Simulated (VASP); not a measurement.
# MoS2 in VASP: notebook, part 2 of 2

VASP 6.6.1. Earlier steps stand in the parts before.

## (5) Single point, PBEsol+U

This run uses another cell than the first one, of 26.57 Å³/atom, 0.967 times its volume.

File INCAR:

```
SYSTEM = MoS2
  PREC = Accurate
  ENCUT = 520
  EDIFF = 1E-7
  ISMEAR = -1
  SIGMA = 0.05
  LREAL = .False.
  LASPH = .True.
  NELM = 150
  ALGO = Normal
  ISIF = 2
  LWAVE = .False.
  LCHARG = .True.
  LMAXMIX = 4
  LDAU = .True.
  LDAUTYPE = 2
  LDAUL = 2 -1
  LDAUU = 5 0
  LDAUJ = 0 0
  LDAUPRINT = 1
  GGA = PS
  LELF = .True.
  LVHAR = .True.
  NBANDS = 49
```

File KPOINTS:

```
Automatic mesh
0
Gamma
  10 10 1
  0 0 0
```

File POSCAR:

```
MoS2
1.0
    3.1430167040      0.0000000000      0.0000000000
   -1.5715083520      2.7219323102      0.0000000000
    0.0000000000      0.0000000000     27.9516316348
Mo S
3 6
Direct
    0.3333333333      0.6666666667      0.2238640441
    0.3333333333      0.6666666667      0.7761359559
    0.6666666667      0.3333333333      0.0000000000
    0.6666666667      0.3333333333      0.1681515104
    0.6666666667      0.3333333333      0.7204722922
    0.3333333333      0.6666666667      0.9442908119
    0.6666666667      0.3333333333      0.2795277078
    0.6666666667      0.3333333333      0.8318484896
    0.3333333333      0.6666666667      0.0557091881
```

Potentials or basis: VASP PAW PBE potentials, release 64 (Mo_sv, S).

Command:

```
$ cat potpaw_PBE.64/Mo_sv/POTCAR potpaw_PBE.64/S/POTCAR > POTCAR
$ mpirun -np 1 vasp_std > vasp.out
```

OUTCAR:

```text
SYSTEM = MoS2
   PREC = Accurate
   ENCUT = 520
   EDIFF = 1E-7
   ISMEAR = -1
   LREAL = .False.
   LASPH = .True.
   NELM = 150
   ISIF = 2
   GGA = PS

 ion  position               nearest neighbor table
   1  0.333  0.667  0.224-   7 2.39   7 2.39   7 2.39   4 2.39   4 2.39   4 2.39
   2  0.333  0.667  0.776-   5 2.39   5 2.39   5 2.39   8 2.39   8 2.39   8 2.39
   3  0.667  0.333  0.000-   6 2.39   9 2.39   6 2.39   9 2.39   6 2.39   9 2.39
   4  0.667  0.333  0.168-   1 2.39   1 2.39   1 2.39
   5  0.667  0.333  0.720-   2 2.39   2 2.39   2 2.39
   6  0.333  0.667  0.944-   3 2.39   3 2.39   3 2.39
   7  0.667  0.333  0.280-   1 2.39   1 2.39   1 2.39
   8  0.667  0.333  0.832-   2 2.39   2 2.39   2 2.39
   9  0.333  0.667  0.056-   3 2.39   3 2.39   3 2.39

  LATTYP: Found a hexagonal cell.
 ALAT       =     3.1430167040
 C/A-ratio  =     8.8932494693

  Lattice vectors:

 A1 = (   3.1430167040,   0.0000000000,   0.0000000000)
 A2 = (  -1.5715083520,   2.7219323102,   0.0000000000)
 A3 = (   0.0000000000,   0.0000000000,  27.9516316348)

Analysis of symmetry for initial positions (statically):
=====================================================================
 Subroutine PRICEL returns:
 Original cell was already a primitive cell.

 Routine SETGRP: Setting up the symmetry group for a
 hexagonal supercell.

[... 255 lines left out ...]
  o =  0.3923  v =  0.0000  0.0000  0.0000  0.0000  0.0000  1.0000  0.0000  0.0000  0.0000  0.0000      0.0000  0.0000  0.0000  0.0000  0.0000  0.0000  0.0000  0.0000  0.0000  0.0000
  o =  0.3923  v =  1.0000  0.0000  0.0000  0.0000  0.0000  0.0000  0.0000  0.0000  0.0000  0.0000      0.0000  0.0000  0.0000  0.0000  0.0000  0.0000  0.0000  0.0000  0.0000  0.0000
  o =  0.3923  v =  0.0000  0.0000  0.0000  0.0000  0.0000  0.0000 -0.0000  0.0000 -0.0000 -1.0000      0.0000  0.0000  0.0000  0.0000  0.0000  0.0000  0.0000  0.0000  0.0000  0.0000
  o =  0.3923  v =  0.0000 -0.0000  0.0000 -0.0000 -1.0000  0.0000  0.0000  0.0000  0.0000  0.0000      0.0000  0.0000  0.0000  0.0000  0.0000  0.0000  0.0000  0.0000  0.0000  0.0000
  o =  0.4254  v =  0.0000  0.0000  1.0000 -0.0000  0.0000  0.0000  0.0000  0.0000  0.0000  0.0000      0.0000  0.0000  0.0000  0.0000  0.0000  0.0000  0.0000  0.0000  0.0000  0.0000
  o =  0.4254  v =  0.0000  0.0000  0.0000  0.0000  0.0000  0.0000  0.0000  1.0000 -0.0000  0.0000      0.0000  0.0000  0.0000  0.0000  0.0000  0.0000  0.0000  0.0000  0.0000  0.0000

 number of electron      78.0000006 magnetization

 Free energy of the ion-electron system (eV)
  ---------------------------------------------------
  ext. energy  EPLUGINS =         0.00000000
  ---------------------------------------------------
  free energy    TOTEN  =       -52.34981914 eV

  energy without entropy =      -52.34981883  energy(sigma->0) =      -52.34981898

 E-fermi :   3.6935     XC(G=0):  -7.6708

 val. band max:        3.1182796160   @ k =   0.0000   0.0000   0.0000
 cond. band min:       4.3833441008   @ k =   0.2000   0.2000   0.0000
 fundamental gap:      1.2650644848
 Fermi energy:         3.6934558069

 k-point     1 :       0.0000    0.0000    0.0000
  band No.  band energies     occupation
      1     -58.5480      2.00000
      2     -58.5463      2.00000
      3     -58.5463      2.00000
      4     -32.7193      2.00000
      5     -32.7180      2.00000
      6     -32.7180      2.00000
[... 717 lines left out ...]
     48       6.2935      0.00000
     49       7.6129      0.00000

------------------------ aborting loop because EDIFF is reached ----------------------------------------

  FORCE on cell =-STRESS in cart. coord.  units (eV):
  Direction    XX          YY          ZZ          XY          YZ          ZX
  --------------------------------------------------------------------------------------
  -------------------------------------------------------------------------------------
  Total        2.9856919      2.9856919      3.5989915     -0.0000000      0.0000000      0.0000000
  in kB       20.0043478     20.0043478     24.1134985     -0.0000000      0.0000000      0.0000000
  external PRESSURE =      21.3740647 kB  Pullay stress =       0.0000000 kB

 VOLUME and BASIS-vectors are now :
 -----------------------------------------------------------------------------
  energy-cutoff  :      520.00
  volume of cell :      239.13
      direct lattice vectors                 reciprocal lattice vectors
     3.143016704  0.000000000  0.000000000     0.318165665  0.183693032  0.000000000
    -1.571508352  2.721932310  0.000000000     0.000000000  0.367386065  0.000000000
     0.000000000  0.000000000 27.951631635     0.000000000  0.000000000  0.035776087

 POSITION                                       TOTAL-FORCE (eV/Angst)
 -----------------------------------------------------------------------------------
     -0.00000      1.81462      6.25737        -0.000000     -0.000000      0.001725
     -0.00000      1.81462     21.69427         0.000000     -0.000000     -0.001725
      1.57151      0.90731      0.00000        -0.000000      0.000000      0.000000
      1.57151      0.90731      4.70011         0.000000      0.000000     -0.379248
      1.57151      0.90731     20.13838         0.000000     -0.000000     -0.386281
     -0.00000      1.81462     26.39447         0.000000     -0.000000     -0.377205
      1.57151      0.90731      7.81326         0.000000      0.000000      0.386281
      1.57151      0.90731     23.25152         0.000000     -0.000000      0.379248
     -0.00000      1.81462      1.55716         0.000000     -0.000000      0.377205
 -----------------------------------------------------------------------------------
    total drift:                                0.000000     -0.000000     -0.000000

  FREE ENERGIE OF THE ION-ELECTRON SYSTEM (eV)
  ---------------------------------------------------
  free  energy   TOTEN  =       -52.3498191387 eV

  energy  without entropy=      -52.3498188278  energy(sigma->0) =      -52.34981898
```

OSZICAR:

```text
N       E                     dE             d eps       ncg     rms          rms(c)
DAV:   1     0.701797181687E+03    0.70180E+03   -0.42797E+04  1596   0.143E+03
DAV:   2    -0.112872214426E+02   -0.71308E+03   -0.69050E+03  1652   0.361E+02
DAV:   3    -0.561138310048E+02   -0.44827E+02   -0.43942E+02  1727   0.803E+01
[... 16 lines left out ...]
DAV:  20    -0.523497920400E+02   -0.21876E-04   -0.35347E-07  1344   0.242E-03    0.189E-03
DAV:  21    -0.523498110373E+02   -0.18997E-04   -0.29469E-07  1256   0.156E-03    0.114E-03
DAV:  22    -0.523498166771E+02   -0.56399E-05   -0.99679E-08  1128   0.821E-04    0.368E-04
DAV:  23    -0.523498187816E+02   -0.21045E-05   -0.48480E-08  1016   0.458E-04    0.278E-04
DAV:  24    -0.523498191147E+02   -0.33311E-06   -0.12300E-08  1000   0.307E-04    0.164E-04
DAV:  25    -0.523498191387E+02   -0.23996E-07   -0.11954E-09   944   0.122E-04
   1 F= -.52349819E+02 E0= -.52349819E+02  d E =-.310956E-06
```

Wall time 2.1 min (1 thread of Intel Xeon 6975P-C (Granite Rapids), shared host); peak memory 0.4 GiB.

What came out:

```yaml
Free_energy: -52.3498 eV
Largest_force: 0.386 eV/Å
Band_gap_on_the_k_mesh: 1.26 eV, indirect (least direct gap 1.90 eV)
```

Forces on the atoms (eV/Å):
```
Mo   0.000  0.000  0.002
Mo   0.000  0.000 -0.002
Mo   0.000  0.000  0.000
S    0.000  0.000 -0.379
S    0.000  0.000 -0.386
S    0.000  0.000 -0.377
S    0.000  0.000  0.386
S    0.000  0.000  0.379
S    0.000  0.000  0.377
```

Levels at points of the mesh, in eV from the valence-band top:
```tsv
k point	band 37	band 38	band 39	band 40	band 41	band 42
(0.00, 0.00, 0.00)	-0.84	-0.33	0.00	2.43	2.43	2.44
(0.50, 0.00, 0.00)	-1.26	-1.22	-1.19	1.98	2.00	2.01
```

Eigenvalues of the final occupation matrices:
```
    site  spin  trace               eigenvalues
site 1 d     1   1.97  0.38 0.38 0.39 0.39 0.42
site 1 d     2   1.97  0.38 0.38 0.39 0.39 0.42
site 2 d     1   1.97  0.38 0.38 0.39 0.39 0.42
site 2 d     2   1.97  0.38 0.38 0.39 0.39 0.42
site 3 d     1   1.97  0.38 0.38 0.39 0.39 0.43
site 3 d     2   1.97  0.38 0.38 0.39 0.39 0.43
```

Caveat: the PAW data sets were made with another functional, which shifts forces and pressure a little.

## (6) Overview

| level | potentials or basis | U | cell | k mesh | gap on the mesh (eV) | largest force (eV/Å) |
| --- | --- | --- | --- | --- | --- | --- |
| PBEsol+U | VASP PAW PBE potentials, release 64 (Mo_sv, S) | Mo d U = 8.0 eV | a = 3.200, b = 3.200, c = 27.873 Å, angles 90.0, 90.0, 120.0°, 9 atoms | 10 × 10 × 1 | 0.90 | 0.70 |
| LDA | VASP PAW LDA potentials, release 64 (Mo_sv, S) | - | a = 3.122, b = 3.122, c = 27.639 Å, angles 90.0, 90.0, 120.0°, 9 atoms | 10 × 10 × 1 | 1.01 | 0.02 |
| PBE | VASP PAW PBE potentials, release 64 (Mo_sv, S) | - | a = 3.184, b = 3.198, c = 28.387 Å, angles 90.0, 90.0, 120.4°, 9 atoms | 7 × 7 × 1 | 1.74 | 0.01 |
| PBEsol+U | VASP PAW PBE potentials, release 64 (Mo_sv, S) | Mo d U = 5.0 eV | a = 3.143, b = 3.143, c = 27.952 Å, angles 90.0, 90.0, 120.0°, 9 atoms | 10 × 10 × 1 | 1.26 | 0.39 |

Alike in all rows: task single point; no spin polarisation; cutoff (eV) 520; smearing fermi-dirac 0.05 eV.

Caveats: the PAW data sets were made with another functional, which shifts forces and pressure a little (some runs).

Absolute energies hang on the potentials; compare differences alone.
